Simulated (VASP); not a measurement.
Set up this calculation in VASP 6.6.1, as the native input.

| Property | Result |
| --- | --- |
| Task | single point |
| Functional | r2SCAN |
| Potentials or basis | VASP PAW PBE potentials, release 64 (Ru_pv) |
| Cutoff | 520 eV |
| k mesh | 18 × 18 × 10 |
| Occupations | gaussian, width 0.05 eV |
| Spin | no spin polarisation |
| Dipole correction | no |
| Further INCAR settings | ALGO = Normal; EDIFF = 1e-06; NBANDS = 21 |

The system is Ru.

```
CELL_PARAMETERS angstrom
2.67978 0.00000 0.00000
-1.33989 2.32076 0.00000
0.00000 0.00000 4.23650
ATOMIC_POSITIONS crystal
Ru 0.33333 0.66667 0.75000
Ru 0.66667 0.33333 0.25000
```

One way to write it, as run:

POSCAR

```
Ru
1.0
    2.6797838834      0.0000000000      0.0000000000
   -1.3398919417      2.3207609197      0.0000000000
    0.0000000000      0.0000000000      4.2364966586
Ru
2
Direct
    0.3333333333      0.6666666667      0.7500000000
    0.6666666667      0.3333333333      0.2500000000
```

INCAR.step1

```
ALGO = Normal ; EDIFF = 1E-4
ENCUT = 520 ; GGA = PE
ISMEAR = 0 ; LASPH = True
LCHARG = False ; LREAL = False
LWAVE = True ; NBANDS = 21
NELM = 80 ; PREC = Accurate
SIGMA = 0.05
```

INCAR.step2

```
ALGO = Normal ; EDIFF = 1E-6
ENCUT = 520 ; ISIF = 2
ISMEAR = 0 ; ISTART = 1
LASPH = True ; LCHARG = False
LMIXTAU = True ; LREAL = False
LWAVE = False ; METAGGA = R2SCAN
NBANDS = 21 ; NELM = 80
PREC = Accurate ; SIGMA = 0.05
```

KPOINTS

```
k-points
0
Gamma
  18 18 10
```

Potentials or basis: VASP PAW PBE potentials, release 64 (Ru_pv).

The run is started by

```bash
$ cat potpaw_PBE.64/Ru_pv/POTCAR > POTCAR
$ cp INCAR.step1 INCAR
$ mpirun -np 1 vasp_std > vasp.out
$ cp INCAR.step2 INCAR
$ mpirun -np 1 vasp_std > vasp.out
```

It gave:

```json
{
 "Pressure": "10.2 GPa",
 "Band gap on the k mesh": "zero (bands 14 and 15 overlap by 3.41 eV)"
}
```

Caveat: the cell stands under pressure; the PAW data sets were made with another functional, which shifts forces and pressure a little.

Run time: 5.7 min on 1 thread of Intel(R) Xeon(R) Platinum 8259CL CPU @ 2.50GHz (Skylake/Cascade Lake), with other jobs on the host, peak memory 0.21 GiB.
